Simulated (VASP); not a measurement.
Write the native input for VASP 6.6.1 that does the following.

* Task: single point
* Functional: PBEsol
* Potentials or basis: VASP PAW PBE potentials, release 64 (Ta_pv)
* Cutoff: 520 eV
* k mesh: 1 × 1 × 8
* Occupations: fermi-dirac, width 0.1 eV
* Spin: no spin polarisation
* Dipole correction: no
* Further INCAR settings: ALGO = Normal; EDIFF = 1e-06; NBANDS = 30

The structure of Ta lies in POSCAR:

```
Ta
1.0
   22.7090925347      0.0000000000      0.0000000000
    0.0000000000     22.7090925347      0.0000000000
    0.0000000000      0.0000000000      2.3692466913
Ta
4
Direct
    0.3186294538      0.8186294538      0.0000000000
    0.6813705462      0.1813705462      0.0000000000
    0.1813705462      0.3186294538      0.0000000000
    0.8186294538      0.6813705462      0.0000000000
```

These files were run (other wordings do the same):

INCAR

```
PREC = Accurate ; ENCUT = 520
EDIFF = 1E-6 ; ISMEAR = -1
SIGMA = 0.1 ; LREAL = F
LASPH = T ; NELM = 80
ALGO = Normal ; ISIF = 2
LWAVE = F ; LCHARG = F
GGA = PS ; NBANDS = 30
```

KPOINTS

```
Automatic mesh
0
Gamma
  1 1 8
```

Potentials or basis: VASP PAW PBE potentials, release 64 (Ta_pv).

The run is started by

```bash
$ cat potpaw_PBE.64/Ta_pv/POTCAR > POTCAR
$ mpirun -np 1 vasp_std > vasp.out
```

It gave:

The band gap on the k mesh is zero (bands 22 and 23 overlap by 2.52 eV).

Caveat: spin-orbit coupling is left out, which moves the levels of the heavy elements.

Wall time 7 min on 1 thread of Intel(R) Xeon(R) Platinum 8375C CPU @ 2.90GHz (Ice Lake) (shared host), peak memory 1 GiB.
